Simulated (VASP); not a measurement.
# KTaO3 in VASP: further runs, part 2 of 2

VASP 6.6.1.

## Step 4: Single point, PBE (equal xy, yz and zx shear strains of +1 %)

Input file INCAR:

```
PREC = Accurate
ENCUT = 520
EDIFF = 1E-7
ISMEAR = -1
SIGMA = 0.01
LREAL = False
LASPH = True
NELM = 60
ALGO = Normal
ISIF = 2
LWAVE = False
LCHARG = False
GGA = PE
NBANDS = 27
```

Input file KPOINTS:

```
regular mesh
0
Gamma
  5 5 5
```

Input file POSCAR:

```
KTaO3
1.0
    3.9883000000      0.0199415000      0.0199415000
    0.0199415000      3.9883000000      0.0199415000
    0.0199415000      0.0199415000      3.9883000000
K Ta O
1 1 3
Direct
    0.5000000000      0.5000000000      0.5000000000
    0.0000000000      0.0000000000      0.0000000000
    0.5000000000      0.0000000000      0.0000000000
    0.0000000000      0.5000000000      0.0000000000
    0.0000000000      0.0000000000      0.5000000000
```

Potentials or basis: VASP PAW PBE potentials, release 64 (K_sv, Ta_pv, O).

Run with:

```bash
$ cat potpaw_PBE.64/K_sv/POTCAR potpaw_PBE.64/Ta_pv/POTCAR potpaw_PBE.64/O/POTCAR > POTCAR
$ mpirun -np 1 vasp_std > vasp.out
```

OUTCAR:

```text
PREC = Accurate
   ENCUT = 520
   EDIFF = 1E-7
   ISMEAR = -1
   LREAL = False
   LASPH = True
   NELM = 60
   ISIF = 2
   GGA = PE

 ion  position               nearest neighbor table
   1  0.500  0.500  0.500-   3 2.81   4 2.81   3 2.81   5 2.81   4 2.81   5 2.81   3 2.83   3 2.83
                             4 2.83   5 2.83   4 2.83   5 2.83   2 3.44   2 3.44   2 3.44   2 3.44
   2  0.000  0.000  0.000-   3 1.99   4 1.99   5 1.99   5 1.99   4 1.99   3 1.99   1 3.44   1 3.44
                             1 3.44   1 3.44   1 3.44   1 3.44   1 3.49   1 3.49
   3  0.500  0.000  0.000-   2 1.99   2 1.99   1 2.81   1 2.81   1 2.83   1 2.83
   4  0.000  0.500  0.000-   2 1.99   2 1.99   1 2.81   1 2.81   1 2.83   1 2.83
[... 769 lines left out ...]
  Total        2.4150178      2.4150178      2.4150178     -0.3979818     -0.3979818     -0.3979818
  in kB       60.9957988     60.9957988     60.9957988    -10.0517768    -10.0517768    -10.0517768
  external PRESSURE =      60.9957988 kB  Pullay stress =       0.0000000 kB

 VOLUME and BASIS-vectors are now :
 -----------------------------------------------------------------------------
  energy-cutoff  :      520.00
  volume of cell :       63.44
      direct lattice vectors                 reciprocal lattice vectors
     3.988300000  0.019941500  0.019941500     0.250745870 -0.001247492 -0.001247492
     0.019941500  3.988300000  0.019941500    -0.001247492  0.250745870 -0.001247492
     0.019941500  0.019941500  3.988300000    -0.001247492 -0.001247492  0.250745870

 POSITION                                       TOTAL-FORCE (eV/Angst)
 -----------------------------------------------------------------------------------
      2.01409      2.01409      2.01409         0.000000     -0.000000      0.000000
      0.00000      0.00000      0.00000        -0.000000      0.000000     -0.000000
      1.99415      0.00997      0.00997        -0.000000     -0.000000     -0.000000
      0.00997      1.99415      0.00997         0.000000      0.000000      0.000000
      0.00997      0.00997      1.99415        -0.000000      0.000000     -0.000000
 -----------------------------------------------------------------------------------
    total drift:                                0.000000     -0.000000      0.000000

  FREE ENERGIE OF THE ION-ELECTRON SYSTEM (eV)
  ---------------------------------------------------
  free  energy   TOTEN  =       -41.0188266902 eV

  energy  without entropy=      -41.0188266902  energy(sigma->0) =      -41.01882669
```

Wall time 45 s (1 thread of Intel Xeon 8259CL, shared host); peak memory 0.18 GiB.

What came out:

- Free energy: -41.0188 eV
- Pressure: 6.1 GPa
- Band gap on the k mesh: 2.27 eV, indirect (least direct gap 2.75 eV)

Caveat: the cell differs from its parent crystal (equal xy, yz and zx shear strains of +1 %); spin-orbit coupling is left out, which moves the levels of the heavy elements. A k mesh can miss the band edges.

## Step 5: Single point, PBE (equal xy, yz and zx shear strains of +3 %)

Input file INCAR:

```
ALGO = Normal
EDIFF = 1E-6
ENCUT = 520
GGA = PE
ISIF = 2
ISMEAR = -1
LASPH = T
LCHARG = F
LREAL = F
LWAVE = F
NBANDS = 27
NELM = 80
PREC = Accurate
SIGMA = 0.01
```

Input file KPOINTS:

```
k-points
0
Gamma
  5 5 5
```

POSCAR: that of step 4 with these lines changed.

```diff
@@ -2,5 +2,5 @@
 1.0
-    3.9883000000      0.0199415000      0.0199415000
-    0.0199415000      3.9883000000      0.0199415000
-    0.0199415000      0.0199415000      3.9883000000
+    3.9883000000      0.0598245000      0.0598245000
+    0.0598245000      3.9883000000      0.0598245000
+    0.0598245000      0.0598245000      3.9883000000
 K Ta O
```

Run with:

```bash
$ cat potpaw_PBE.64/K_sv/POTCAR potpaw_PBE.64/Ta_pv/POTCAR potpaw_PBE.64/O/POTCAR > POTCAR
$ mpirun -np 1 vasp_std > vasp.out
```

Wall time 42 s (1 thread of Intel Xeon 8259CL, shared host); peak memory 0.18 GiB.

The run converged. Its results:

```yaml
Free_energy: -40.9702 eV
Pressure: 6.2 GPa
Band_gap_on_the_k_mesh: 2.21 eV, indirect (least direct gap 2.65 eV)
```

Stress tensor (GPa, compression positive):
```
 6.19 -3.01 -3.01
-3.01  6.19 -3.01
-3.01 -3.01  6.19
```

Levels at points of the mesh, in eV from the valence-band top:
```
           k point  band 15  band 16  band 17  band 18  band 19  band 20  band 21  band 22  band 23  band 24
(0.00, 0.00, 0.00)    -1.04    -0.84    -0.65    -0.44    -0.44     2.21     2.21     2.33     6.73     6.84
```

Caveat: the cell differs from its parent crystal (equal xy, yz and zx shear strains of +3 %); spin-orbit coupling is left out, which moves the levels of the heavy elements. A k mesh can miss the band edges.

## Step 6: Single point, PBE (zz strain of -3 %)

Input file INCAR:

```
SYSTEM = KTaO3
PREC     = Accurate       ! precision mode
ENCUT    = 520            ! plane-wave cutoff, eV
EDIFF    = 1E-6           ! SCF threshold, eV
ISMEAR   = -1             ! smearing method
SIGMA    = 0.01           ! smearing width, eV
LREAL    = .FALSE.        ! projectors in reciprocal space
LASPH    = .TRUE.         ! aspherical terms in the spheres
NELM     = 60             ! most SCF steps
ALGO     = Normal         ! electronic algorithm
ISIF     = 2              ! what is computed and relaxed
LWAVE    = .FALSE.        ! write WAVECAR
LCHARG   = .TRUE.         ! write CHGCAR
GGA      = PE             ! functional
LELF     = .TRUE.         ! ELF
LVHAR    = .TRUE.       
NBANDS   = 27             ! bands
```

Input file KPOINTS:

```
regular mesh
0
G
  5 5 5
  0 0 0
```

POSCAR: that of step 5 with these lines changed.

```diff
@@ -2,5 +2,5 @@
 1.0
-    3.9883000000      0.0598245000      0.0598245000
-    0.0598245000      3.9883000000      0.0598245000
-    0.0598245000      0.0598245000      3.9883000000
+    3.9883000000      0.0000000000      0.0000000000
+    0.0000000000      3.9883000000      0.0000000000
+    0.0000000000      0.0000000000      3.8686510000
 K Ta O
```

Potentials or basis: VASP PAW PBE potentials, release 64 (K_sv, Ta_pv, O).

Run with:

```bash
$ cat potpaw_PBE.64/K_sv/POTCAR potpaw_PBE.64/Ta_pv/POTCAR potpaw_PBE.64/O/POTCAR > POTCAR
$ mpirun -np 1 vasp_std > vasp.out
```

It took 46 s on 1 thread of AMD EPYC 7R13 (Zen 3), shared host; peak memory 0.15 GiB.

It converged, with:

```
Free energy            : -40.8565 eV
Pressure               : 13.5 GPa
Band gap on the k mesh : 2.31 eV, indirect (least direct gap 2.78 eV)
```

Stress tensor (GPa, compression positive):
```
 8.90  0.00  0.00
 0.00  8.90  0.00
 0.00  0.00 22.74
```

Levels at points of the mesh, in eV from the valence-band top:
| k point | band 17 | band 18 | band 19 | band 20 | band 21 | band 22 |
| --- | --- | --- | --- | --- | --- | --- |
| (0.00, 0.00, 0.00) | -0.50 | -0.50 | -0.46 | 2.31 | 2.36 | 2.36 |

Caveat: the cell differs from its parent crystal (zz strain of -3 %); spin-orbit coupling is left out, which moves the levels of the heavy elements. A k mesh can miss the band edges.

## Step 7: The runs side by side

| cell | gap on the mesh (eV) | pressure (GPa) |
| --- | --- | --- |
| a = 4.067 Å, 5 atoms | 2.14 | -5.0 |
| a = 3.989 Å, angles 91.1°, 5 atoms | 2.21 | 6.1 |
| a = 3.988 Å, angles 89.4°, 5 atoms | 2.27 | 6.1 |
| a = 3.989 Å, angles 88.3°, 5 atoms | 2.21 | 6.2 |
| a = 3.988, b = 3.988, c = 3.869 Å, 5 atoms | 2.31 | 13.5 |

Alike in all rows: task single point; level PBE; potentials or basis VASP PAW PBE potentials, release 64 (K_sv, Ta_pv, O); no spin polarisation; k mesh 5 × 5 × 5; cutoff (eV) 520; smearing fermi-dirac 0.01 eV.

Caveats: spin-orbit coupling is left out, which moves the levels of the heavy elements.

Total energies depend on the potentials used, so only differences within one code and one set of settings carry meaning.
